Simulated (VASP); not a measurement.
# Li16H (a cell with a defect) in VASP: a series of runs

Li16H (a cell with a defect) is run at these levels: PBEsol; tasks: single point.

Everything below comes from runs of VASP 6.6.1. Logs are shortened: lines on timing, memory, paths and dates and some standing lists are left out, and cuts for length are marked.

## (1) The cell of the first run

The cell holds a defect, 17 atoms: a = 6.980 Å, b = 6.980 Å, c = 6.980 Å, α = 90.00°, β = 90.00°, γ = 90.00°.

## (2) Single point, PBEsol

The input, INCAR:

```
ALGO     = Normal         # electronic algorithm
EDIFF    = 1E-7           # SCF threshold, eV
ENCUT    = 520            # plane-wave cutoff, eV
GGA      = PS             # functional
ISIF     = 2              # what is computed and relaxed
ISMEAR   = -1             # smearing method
LASPH    = True           # aspherical terms in the spheres
LCHARG   = True           # write CHGCAR
LELF     = True           # ELF
LREAL    = Auto         
LVHAR    = True         
LWAVE    = False          # write WAVECAR
NBANDS   = 38             # bands
NELM     = 60             # most SCF steps
PREC     = Accurate       # precision mode
SIGMA    = 0.1            # smearing width, eV
```

The input, KPOINTS:

```
k-points
0
Gamma
  2 2 2
```

The input, POSCAR:

```
Li16H
1.0
    6.9800000000      0.0000000000      0.0000000000
    0.0000000000      6.9800000000      0.0000000000
    0.0000000000      0.0000000000      6.9800000000
Li H
16 1
Direct
   -0.0644842407      0.0444985673      0.0327936963
    0.5274498567      0.0102005731     -0.0008882521
   -0.0477650430      0.4829226361      0.0013753582
    0.0022636103     -0.0510888252      0.5257449857
    0.2565329513      0.3013753582      0.2295415473
    0.4776217765      0.4722206304      0.0096848138
    0.5124068768      0.0149426934      0.4860888252
    0.7085386819      0.2603868195      0.2611461318
    0.0046131805      0.4886103152      0.5216189112
    0.2391404011      0.7713896848      0.2085243553
    0.2578939828      0.2345702006      0.7292406877
    0.5257020057      0.5309025788      0.4890401146
    0.7163323782      0.7582378223      0.2398853868
    0.8257736390      0.2238108883      0.7625644699
    0.2603151862      0.7522922636      0.7885816619
    0.7256876791      0.7470487106      0.7693409742
    0.8118338109      0.2419197708      0.0318338109
```

Potentials or basis: VASP PAW PBE potentials, release 64 (Li_sv, H).

Run with:

```bash
cat potpaw_PBE.64/Li_sv/POTCAR potpaw_PBE.64/H/POTCAR > POTCAR
mpirun -np 1 vasp_std > vasp.out
```

OUTCAR:

```text
EDIFF = 1E-7
   ENCUT = 520
   GGA = PS
   ISIF = 2
   ISMEAR = -1
   LASPH = True
   LREAL = Auto
   NELM = 60
   PREC = Accurate

 ion  position               nearest neighbor table
   1  0.936  0.044  0.033-  17 1.63  14 2.39
   2  0.527  0.010  0.999-
   3  0.952  0.483  0.001-
   4  0.002  0.949  0.526-
   5  0.257  0.301  0.230-   6 2.48
   6  0.478  0.472  0.010-   5 2.48
   7  0.512  0.015  0.486-
   8  0.709  0.260  0.261-
   9  0.005  0.489  0.522-
  10  0.239  0.771  0.209-
  11  0.258  0.235  0.729-
  12  0.526  0.531  0.489-
  13  0.716  0.758  0.240-
  14  0.826  0.224  0.763-   1 2.39
  15  0.260  0.752  0.789-
  16  0.726  0.747  0.769-
  17  0.812  0.242  0.032-   1 1.63

  LATTYP: Found a simple cubic cell.
 ALAT       =     6.9800000000

  Lattice vectors:

 A1 = (   6.9800000000,   0.0000000000,   0.0000000000)
 A2 = (   0.0000000000,   6.9800000000,   0.0000000000)
 A3 = (   0.0000000000,   0.0000000000,   6.9800000000)

Analysis of symmetry for initial positions (statically):
=====================================================================
 Subroutine PRICEL returns:
 Original cell was already a primitive cell.

 Routine SETGRP: Setting up the symmetry group for a
 simple cubic supercell.

 Subroutine GETGRP returns: Found  1 space group operations
 (whereof  1 operations were pure point group operations)
 out of a pool of 48 trial point group operations.

The static configuration has the point symmetry C_1 .

Analysis of symmetry for dynamics (positions and initial velocities):
=====================================================================
 Subroutine PRICEL returns:
 Original cell was already a primitive cell.

 Routine SETGRP: Setting up the symmetry group for a
 simple cubic supercell.

 Subroutine GETGRP returns: Found  1 space group operations
 (whereof  1 operations were pure point group operations)
 out of a pool of 48 trial point group operations.

The dynamic configuration has the point symmetry C_1 .

 Subroutine INISYM returns: Found  1 space group operations
 (whereof  1 operations are pure point group operations),
[... 106 lines left out ...]
   LASPH  =      T    aspherical Exc in radial PAW
   ENCUT  =  520.0 eV  38.22 Ry    6.18 a.u.  12.98 12.98 12.98*2*pi/ulx,y,z
   NELM   =     60;   NELMIN=  2; NELMDL= -5     # of ELM steps
   EDIFF  = 0.1E-06   stopping-criterion for ELM
   LREAL  =      T    real-space projection
   EDIFFG = 0.1E-05   stopping-criterion for IOM
   NSW    =      0    number of steps for IOM
   IBRION =     -1    ionic relax: 0-MD 1-quasi-New 2-CG
   NFREE  =      0    steps in history (QN), initial steepest desc. (CG)
   ISIF   =      2    stress and relaxation
   ISYM   =      2    0-nonsym 1-usesym 2-fastsym
   POTIM  = 0.5000    time-step for ionic-motion
   TEBEG  =    0.0;   TEEND  =   0.0 temperature during run
   PSTRESS=    0.0 pullay stress
   NELECT =      49.0000    total number of electrons
   NUPDOWN=      -1.0000    fix difference up-down
   EMIN   =  10.00;   EMAX   =-10.00  energy-range for DOS
   EFERMI =   0.00;   METHOD = LEGACY
   ISMEAR =    -1;   SIGMA  =   0.10  broadening in eV -4-tet -1-fermi 0-gaus
   EFERMI_NEDOS =   21; number of points for ismear=-14 and -15
   IALGO  =     38    algorithm
   IMIX   =      4    mixing-type and parameters
     AMIX     =   0.40;   BMIX     =  1.00
     AMIX_MAG =   1.60;   BMIX_MAG =  1.00
  volume/ion in A,a.u.               =      20.00       134.99
  Fermi-wavevector in a.u.,A,eV,Ry     =   0.858258  1.621873 10.022155  0.736608
  Thomas-Fermi vector in A             =   1.975436
   LORBIT       =      0    0 simple, 1 ext, 2 COOP (PROOUT), +10 PAW based schemes
   GGA     = PS    functional components
   LHFCALC =     F    Hartree Fock is set to
   AEXX    =    0.0000 exact exchange contribution
   IVDW    =     0    specifies the selected vdW correction
   LEPSILON=     F    determine dielectric tensor
   LRPA    =     F    only Hartree local field effects (RPA)
 non-spin polarized calculation
  energy-cutoff  :      520.00
  volume of cell :      340.07
 maximum number of plane-waves:      9124
 NGX is ok and might be reduce to    54
   NGX = 25   NGY = 25   NGZ = 25

 number of electron      48.9999999 magnetization

 Free energy of the ion-electron system (eV)
  ---------------------------------------------------
  ext. energy  EPLUGINS =         0.00000000
  ---------------------------------------------------
  free energy    TOTEN  =       -34.21299767 eV

  energy without entropy =      -33.90814283  energy(sigma->0) =      -34.06057025

 E-fermi :   0.4047     XC(G=0):  -6.9334

 val. band max:        0.4011509972   @ k =   0.5000   0.0000   0.5000
 cond. band min:       0.4293912719   @ k =   0.5000   0.5000   0.0000
 fundamental gap:      0.0282402747
 Fermi energy:         0.4046831774

 k-point     1 :       0.0000    0.0000    0.0000
  band No.  band energies     occupation
      1     -45.6743      2.00000
      2     -45.6471      2.00000
      3     -45.6293      2.00000
      4     -45.6265      2.00000
      5     -45.6257      2.00000
      6     -45.6129      2.00000
[... 301 lines left out ...]
     35       3.1320      0.00000
     36       3.1632      0.00000
 [bands above 36 left out]

------------------------ aborting loop because EDIFF is reached ----------------------------------------

  FORCE on cell =-STRESS in cart. coord.  units (eV):
  Direction    XX          YY          ZZ          XY          YZ          ZX
  --------------------------------------------------------------------------------------
  -------------------------------------------------------------------------------------
  Total       -1.2154399     -0.1385652      0.2035924     -0.6297470     -0.5352535     -0.4970256
  in kB       -5.7263491     -0.6528278      0.9591926     -2.9669513     -2.5217606     -2.3416559
  external PRESSURE =      -1.8066614 kB  Pullay stress =       0.0000000 kB

 VOLUME and BASIS-vectors are now :
 -----------------------------------------------------------------------------
  energy-cutoff  :      520.00
  volume of cell :      340.07
      direct lattice vectors                 reciprocal lattice vectors
     6.980000000  0.000000000  0.000000000     0.143266476  0.000000000  0.000000000
     0.000000000  6.980000000  0.000000000     0.000000000  0.143266476  0.000000000
     0.000000000  0.000000000  6.980000000     0.000000000  0.000000000  0.143266476

 POSITION                                       TOTAL-FORCE (eV/Angst)
 -----------------------------------------------------------------------------------
      6.52990      0.31060      0.22890         0.846554     -0.817041      0.269924
      3.68160      0.07120      6.97380        -0.166246      0.254776     -0.073840
      6.64660      3.37080      0.00960         0.067574      0.089203      0.148260
      0.01580      6.62340      3.66970        -0.066893      0.094592     -0.248195
      1.79060      2.10360      1.60220        -0.293149     -0.438003      0.298619
      3.33380      3.29610      0.06760         0.414148      0.162842     -0.385955
[... 9 lines left out ...]
      5.06530      5.21440      5.37000         0.078249      0.014553      0.006549
      5.66660      1.68860      0.22220        -0.294995      0.581296     -0.340218
 -----------------------------------------------------------------------------------
    total drift:                                0.001344     -0.005811      0.001270

  FREE ENERGIE OF THE ION-ELECTRON SYSTEM (eV)
  ---------------------------------------------------
  free  energy   TOTEN  =       -34.2129976733 eV

  energy  without entropy=      -33.9081428343  energy(sigma->0) =      -34.06057025
```

OSZICAR:

```text
N       E                     dE             d eps       ncg     rms          rms(c)
DAV:   1     0.276087376975E+03    0.27609E+03   -0.21280E+04   608   0.127E+03
DAV:   2     0.372456819079E+02   -0.23884E+03   -0.22364E+03   624   0.339E+02
DAV:   3    -0.191778040299E+02   -0.56423E+02   -0.54788E+02  1110   0.835E+01
DAV:   4    -0.325102622522E+02   -0.13332E+02   -0.13105E+02  1040   0.644E+01
DAV:   5    -0.353571217076E+02   -0.28469E+01   -0.28453E+01  1074   0.189E+01    0.426E+00
DAV:   6    -0.343369014899E+02    0.10202E+01   -0.17123E+00   766   0.601E+00    0.184E+00
DAV:   7    -0.342075513337E+02    0.12935E+00   -0.62342E-01   976   0.241E+00    0.542E-01
DAV:   8    -0.342119943562E+02   -0.44430E-02   -0.12644E-01   952   0.100E+00    0.258E-01
DAV:   9    -0.342127731838E+02   -0.77883E-03   -0.97728E-03   960   0.345E-01    0.135E-01
DAV:  10    -0.342129843881E+02   -0.21120E-03   -0.13497E-03   840   0.142E-01    0.351E-02
DAV:  11    -0.342130009085E+02   -0.16520E-04   -0.19279E-04   968   0.583E-02    0.168E-02
DAV:  12    -0.342129978852E+02    0.30233E-05   -0.15408E-05   992   0.220E-02    0.355E-03
DAV:  13    -0.342129976371E+02    0.24805E-06   -0.34915E-06   944   0.866E-03    0.146E-03
DAV:  14    -0.342129976733E+02   -0.36191E-07   -0.39455E-07   704   0.319E-03
   1 F= -.34212998E+02 E0= -.34060570E+02  d E =-.304855E+00
```

stdout:

```text
POSCAR found type information on POSCAR LiH
 POSCAR found :  2 types and      17 ions
 scaLAPACK will be used
 -----------------------------------------------------------------------------
|                                                                             |
|                                                                             |
|     You enforced a specific xc type in the INCAR file but a different       |
|     I HOPE YOU KNOW WHAT YOU ARE DOING!                                     |
|                                                                             |
 -----------------------------------------------------------------------------

 LDA part: xc-table for (Slater+PW92), standard interpolation
 POSCAR, INCAR and KPOINTS ok, starting setup
 FFT: planning ... GRIDC
 FFT: planning ... GRID_SOFT
 FFT: planning ... GRID
 WAVECAR not read
 entering main loop
```

It took 1.7 min on 1 thread of Intel Xeon Platinum 8488C (Sapphire Rapids), shared host; peak memory 0.38 GiB.

Results:

```
Free energy            : -34.2130 eV
Largest force          : 1.207 eV/Å
Band gap on the k mesh : zero (an odd number of electrons rules out a gap without spin polarisation)
```

Forces on the atoms (eV/Å):
```
Li   0.847 -0.817  0.270
Li  -0.166  0.255 -0.074
Li   0.068  0.089  0.148
Li  -0.067  0.095 -0.248
Li  -0.293 -0.438  0.299
Li   0.414  0.163 -0.386
Li  -0.105 -0.097  0.151
Li   0.325  0.050  0.192
Li  -0.043  0.212 -0.215
Li   0.034 -0.035  0.202
Li   0.074  0.018  0.175
Li  -0.284 -0.097  0.235
Li   0.206 -0.159 -0.030
Li  -0.669  0.185 -0.291
Li  -0.124 -0.019 -0.094
Li   0.078  0.015  0.007
H   -0.295  0.581 -0.340
```

Levels at points of the mesh, in eV from the Fermi level:
```tsv
k point	band 22	band 23	band 24	band 25	band 26	band 27
(0.00, 0.00, 0.00)	-0.98	-0.87	-0.20	0.34	0.37	0.39
(0.50, 0.00, 0.00)	-0.52	-0.48	-0.44	-0.42	-0.30	0.44
(0.00, 0.50, 0.00)	-0.50	-0.47	-0.45	-0.41	-0.33	0.64
(0.00, 0.00, 0.50)	-0.53	-0.46	-0.42	-0.36	-0.27	0.66
(0.50, 0.50, 0.00)	-0.08	-0.05	0.02	0.06	0.17	0.22
(0.00, 0.50, 0.50)	-0.19	-0.05	0.05	0.13	0.18	0.27
(0.50, 0.00, 0.50)	-0.18	-0.03	0.00	0.07	0.13	0.31
(0.50, 0.50, 0.50)	-1.55	-1.55	-1.48	0.37	2.00	2.26
```

Caveat: the k points lie up to 0.45 Å⁻¹ apart, too coarse for converged energies and pressures of a metal; the cutoff is under 1.25 times the usual one of these potentials, so pressure, stress and relaxed cells hold a basis-set (Pulay) error; the PAW data sets were made with another functional, which shifts forces and pressure a little.

(Part 1 of 2 ends here.)

The gap in the log of VASP goes by the Fermi energy; the results here count the filled bands.